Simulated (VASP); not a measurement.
# SiNi (Pmmn) in VASP: further runs, part 2 of 3

VASP 6.6.1. The steps go on from the part before.

## Step 3: Single point, PBEsol (equal strain along all axes, cell held: +1.5 %, then relaxed in part)

Contents of INCAR:

```
PREC = Accurate
ENCUT = 520
EDIFF = 1E-7
ISMEAR = 0
SIGMA = 0.1
LREAL = F
LASPH = T
NELM = 60
ALGO = Normal
ISIF = 2
LWAVE = F
LCHARG = F
GGA = PS
NBANDS = 22
```

Contents of KPOINTS:

```
regular mesh
0
Gamma
  18 16 12
```

Contents of POSCAR:

```
SiNi
1.0
    3.0397103345      0.0000000000      0.0000000000
    0.0000000000      3.2831163682      0.0000000000
    0.0000000000      0.0000000000      4.7425560540
Si Ni
2 2
Direct
    0.5000000000      0.5000000000      0.8409101808
    0.0000000000      0.0000000000      0.1590898192
    0.5000000000      0.5000000000      0.3410683344
    0.0000000000      0.0000000000      0.6589316656
```

Potentials or basis: VASP PAW PBE potentials, release 64 (Si, Ni).

The run is started by

```sh
$ cat potpaw_PBE.64/Si/POTCAR potpaw_PBE.64/Ni/POTCAR > POTCAR
$ mpirun -np 1 vasp_std > vasp.out
```

OUTCAR:

```text
PREC = Accurate
   ENCUT = 520
   EDIFF = 1E-7
   ISMEAR = 0
   LREAL = F
   LASPH = T
   NELM = 60
   ISIF = 2
   GGA = PS

 ion  position               nearest neighbor table
   1  0.500  0.500  0.841-   3 2.37   3 2.37   4 2.40   4 2.40   4 2.40   4 2.40   2 2.70   2 2.70
                             2 2.70   2 2.70
   2  0.000  0.000  0.159-   4 2.37   4 2.37   3 2.40   3 2.40   3 2.40   3 2.40   1 2.70   1 2.70
                             1 2.70   1 2.70
   3  0.500  0.500  0.341-   1 2.37   1 2.37   2 2.40   2 2.40   2 2.40   2 2.40   4 2.70   4 2.70
                             4 2.70   4 2.70
   4  0.000  0.000  0.659-   2 2.37   2 2.37   1 2.40   1 2.40   1 2.40   1 2.40   3 2.70   3 2.70
                             3 2.70   3 2.70

  LATTYP: Found a simple orthorhombic cell.
 ALAT       =     3.0397103345
 B/A-ratio  =     1.0800754042
 C/A-ratio  =     1.5601999967

  Lattice vectors:

 A1 = (   3.0397103345,   0.0000000000,   0.0000000000)
 A2 = (   0.0000000000,   3.2831163682,   0.0000000000)
 A3 = (   0.0000000000,   0.0000000000,   4.7425560540)

Analysis of symmetry for initial positions (statically):
=====================================================================
 Subroutine PRICEL returns:
 Original cell was already a primitive cell.

 Routine SETGRP: Setting up the symmetry group for a
 simple orthorhombic supercell.

 Subroutine GETGRP returns: Found  8 space group operations
 (whereof  4 operations were pure point group operations)
 out of a pool of  8 trial point group operations.

The static configuration has the point symmetry C_2v.
 The point group associated with its full space group is D_2h.

Analysis of symmetry for dynamics (positions and initial velocities):
=====================================================================
 Subroutine PRICEL returns:
 Original cell was already a primitive cell.

 Routine SETGRP: Setting up the symmetry group for a
 simple orthorhombic supercell.

 Subroutine GETGRP returns: Found  8 space group operations
 (whereof  4 operations were pure point group operations)
 out of a pool of  8 trial point group operations.

The dynamic configuration has the point symmetry C_2v.
 The point group associated with its full space group is D_2h.

 Subroutine INISYM returns: Found  8 space group operations
 (whereof  4 operations are pure point group operations),
 and found     1 'primitive' translations

----------------------------------------------------------------------------------------

                                     Primitive cell

  volume of cell :      47.3294

  direct lattice vectors                    reciprocal lattice vectors
     3.039710335  0.000000000  0.000000000     0.328978715  0.000000000  0.000000000
     0.000000000  3.283116368  0.000000000     0.000000000  0.304588655  0.000000000
     0.000000000  0.000000000  4.742556054     0.000000000  0.000000000  0.210856759

  length of vectors
     3.039710335  3.283116368  4.742556054     0.328978715  0.304588655  0.210856759

  position of ions in fractional coordinates (direct lattice)
     0.500000000  0.500000000  0.840910181
     0.000000000  0.000000000  0.159089819
     0.500000000  0.500000000  0.341068334
[... 32 lines left out ...]

 Found    630 irreducible k-points:

 Following reciprocal coordinates:
            Coordinates               Weight
  0.000000  0.000000  0.000000      1.000000
  0.055556  0.000000  0.000000      2.000000
  0.111111  0.000000  0.000000      2.000000
  0.166667  0.000000  0.000000      2.000000
  0.222222  0.000000  0.000000      2.000000
  0.277778  0.000000  0.000000      2.000000
[... 16 lines left out ...]
  0.111111  0.125000  0.000000      4.000000
  0.166667  0.125000  0.000000      4.000000
 [... further k-points ...]
   k-points           NKPTS =    630   k-points in BZ     NKDIM =    630   number of bands    NBANDS=     22
   number of dos      NEDOS =    301   number of ions     NIONS =      4
   total plane-waves  NPLWV =  20736
   dimension x,y,z NGX =    24 NGY =   24 NGZ =   36
   dimension x,y,z NGXF=    48 NGYF=   48 NGZF=   72
   ions per type =               2   2
   NGX,Y,Z   is equivalent  to a cutoff of  13.13, 12.15, 12.62 a.u.
   NGXF,Y,Z  is equivalent  to a cutoff of  26.25, 24.31, 25.24 a.u.
 SYSTEM =  unknown system
   PREC   = accura    normal or accurate (medium, high low for compatibility)
   ISTART =      0    job   : 0-new  1-cont  2-samecut
   ICHARG =      2    charge: 1-file 2-atom 10-const
   ISPIN  =      1    spin polarized calculation?
   LNONCOLLINEAR =      F non collinear calculations
   LSORBIT =      F    spin-orbit coupling
   LASPH  =      T    aspherical Exc in radial PAW
   ENCUT  =  520.0 eV  38.22 Ry    6.18 a.u.   5.65  6.10  8.82*2*pi/ulx,y,z
   NELM   =     60;   NELMIN=  2; NELMDL= -5     # of ELM steps
   EDIFF  = 0.1E-06   stopping-criterion for ELM
   LREAL  =      F    real-space projection
   EDIFFG = 0.1E-05   stopping-criterion for IOM
   NSW    =      0    number of steps for IOM
   IBRION =     -1    ionic relax: 0-MD 1-quasi-New 2-CG
   NFREE  =      0    steps in history (QN), initial steepest desc. (CG)
   ISIF   =      2    stress and relaxation
   ISYM   =      2    0-nonsym 1-usesym 2-fastsym
   POTIM  = 0.5000    time-step for ionic-motion
   TEBEG  =    0.0;   TEEND  =   0.0 temperature during run
   PSTRESS=    0.0 pullay stress
   NELECT =      28.0000    total number of electrons
   NUPDOWN=      -1.0000    fix difference up-down
   EMIN   =  10.00;   EMAX   =-10.00  energy-range for DOS
   EFERMI =   0.00;   METHOD = LEGACY
   ISMEAR =     0;   SIGMA  =   0.10  broadening in eV -4-tet -1-fermi 0-gaus
   EFERMI_NEDOS =   21; number of points for ismear=-14 and -15
   IALGO  =     38    algorithm
   IMIX   =      4    mixing-type and parameters
     AMIX     =   0.40;   BMIX     =  1.00
     AMIX_MAG =   1.60;   BMIX_MAG =  1.00
  volume/ion in A,a.u.               =      11.83        79.85
  Fermi-wavevector in a.u.,A,eV,Ry     =   1.374307  2.597064 25.697604  1.888721
  Thomas-Fermi vector in A             =   2.499746
   LORBIT       =      0    0 simple, 1 ext, 2 COOP (PROOUT), +10 PAW based schemes
   GGA     = PS    functional components
   LHFCALC =     F    Hartree Fock is set to
   AEXX    =    0.0000 exact exchange contribution
   IVDW    =     0    specifies the selected vdW correction
   LEPSILON=     F    determine dielectric tensor
   LRPA    =     F    only Hartree local field effects (RPA)
 non-spin polarized calculation
 Gauss-broadening in eV      SIGMA  =   0.10
  energy-cutoff  :      520.00
  volume of cell :       47.33
 maximum number of plane-waves:      1300
 NGX is ok and might be reduce to    24
   NGX = 11   NGY = 13   NGZ = 17

 number of electron      28.0000036 magnetization

 Free energy of the ion-electron system (eV)
  ---------------------------------------------------
  ext. energy  EPLUGINS =         0.00000000
  ---------------------------------------------------
  free energy    TOTEN  =       -25.91274299 eV

  energy without entropy =      -25.90668690  energy(sigma->0) =      -25.90971494

 E-fermi :  10.8837     XC(G=0): -12.4826

 val. band max:       10.8822820292   @ k =   0.3333   0.4375   0.4167
 cond. band min:      10.8841497527   @ k =   0.0000   0.1875   0.4167
 fundamental gap:      0.0018677236
 Fermi energy:        10.8837382347

 k-point     1 :       0.0000    0.0000    0.0000
  band No.  band energies     occupation
      1      -2.7604      2.00000
      2       2.8579      2.00000
      3       4.5235      2.00000
      4       6.8717      2.00000
      5       7.4370      2.00000
      6       7.9702      2.00000
[... 589 lines left out ...]
     21      19.2351      0.00000
     22      19.5931      0.00000

 [... further k-points ...]

------------------------ aborting loop because EDIFF is reached ----------------------------------------

  FORCE on cell =-STRESS in cart. coord.  units (eV):
  Direction    XX          YY          ZZ          XY          YZ          ZX
  --------------------------------------------------------------------------------------
  -------------------------------------------------------------------------------------
  Total       -2.0502927     -2.0768549     -2.5673557      0.0000000      0.0000000      0.0000000
  in kB      -69.4057582    -70.3049307    -86.9091850      0.0000000      0.0000000      0.0000000
  external PRESSURE =     -75.5399580 kB  Pullay stress =       0.0000000 kB

 VOLUME and BASIS-vectors are now :
 -----------------------------------------------------------------------------
  energy-cutoff  :      520.00
  volume of cell :       47.33
      direct lattice vectors                 reciprocal lattice vectors
     3.039710335  0.000000000  0.000000000     0.328978715  0.000000000  0.000000000
     0.000000000  3.283116368  0.000000000     0.000000000  0.304588655  0.000000000
     0.000000000  0.000000000  4.742556054     0.000000000  0.000000000  0.210856759

 POSITION                                       TOTAL-FORCE (eV/Angst)
 -----------------------------------------------------------------------------------
      1.51986      1.64156      3.98806         0.000000      0.000000      0.005072
      0.00000      0.00000      0.75449         0.000000      0.000000     -0.005072
      1.51986      1.64156      1.61754         0.000000      0.000000      0.007424
      0.00000      0.00000      3.12502         0.000000      0.000000     -0.007424
 -----------------------------------------------------------------------------------
    total drift:                                0.000000      0.000000     -0.000000

  FREE ENERGIE OF THE ION-ELECTRON SYSTEM (eV)
  ---------------------------------------------------
  free  energy   TOTEN  =       -25.9127429896 eV

  energy  without entropy=      -25.9066868979  energy(sigma->0) =      -25.90971494
```

stdout:

```text
POSCAR found type information on POSCAR SiNi
 POSCAR found :  2 types and       4 ions
 scaLAPACK will be used
 -----------------------------------------------------------------------------
|                                                                             |
|                                                                             |
|     You enforced a specific xc type in the INCAR file but a different       |
|     I HOPE YOU KNOW WHAT YOU ARE DOING!                                     |
|                                                                             |
 -----------------------------------------------------------------------------

 LDA part: xc-table for (Slater+PW92), standard interpolation
 POSCAR, INCAR and KPOINTS ok, starting setup
 FFT: planning ... GRIDC
 FFT: planning ... GRID_SOFT
 FFT: planning ... GRID
 WAVECAR not read
 entering main loop
```

It took 3.5 min on 1 thread of Intel Xeon 6975P-C (Granite Rapids), shared host; peak memory 0.61 GiB.

Results:

```yaml
Free_energy: -25.9127 eV
Pressure: -7.6 GPa
Largest_force: 0.007 eV/Å
Band_gap_on_the_k_mesh: zero (bands 14 and 15 overlap by 2.39 eV)
```

Forces on the atoms (eV/Å):
```
Si   0.000  0.000  0.005
Si   0.000  0.000 -0.005
Ni   0.000  0.000  0.007
Ni   0.000  0.000 -0.007
```

Levels at points of the mesh, in eV from the Fermi level:
```csv
k point,band 11,band 12,band 13,band 14,band 15,band 16,band 17,band 18
"(0.00, 0.00, 0.00)",-2.24,-1.96,-1.92,-0.96,0.83,2.96,5.12,5.23
"(0.50, 0.00, 0.00)",-2.44,-2.44,-1.59,-1.59,1.59,1.59,3.58,3.58
"(0.00, 0.50, 0.00)",-2.19,-2.19,-2.00,-2.00,1.18,1.18,4.62,4.62
"(0.50, 0.50, 0.00)",-1.92,-1.92,-1.58,-1.58,1.48,1.48,1.88,1.88
"(0.00, 0.00, 0.50)",-2.60,-2.01,1.30,1.95,2.06,2.53,2.63,3.55
"(0.50, 0.00, 0.50)",-2.11,-2.11,-1.42,-1.42,3.84,3.84,5.23,5.23
"(0.00, 0.50, 0.50)",-1.96,-1.96,-1.87,-1.87,5.01,5.01,5.20,5.20
"(0.50, 0.50, 0.50)",-1.93,-1.93,-1.52,-1.52,-0.35,-0.35,0.91,0.91
```

Caveat: the cell differs from its parent crystal (equal strain along all axes, cell held: +1.5 %, then relaxed in part); the cell stands under tension; the PAW data sets were made with another functional, which shifts forces and pressure a little. Spin polarisation is off, so any magnetic state and its effect on volume and gap are missing.

(Continued in part 3 of 3.)
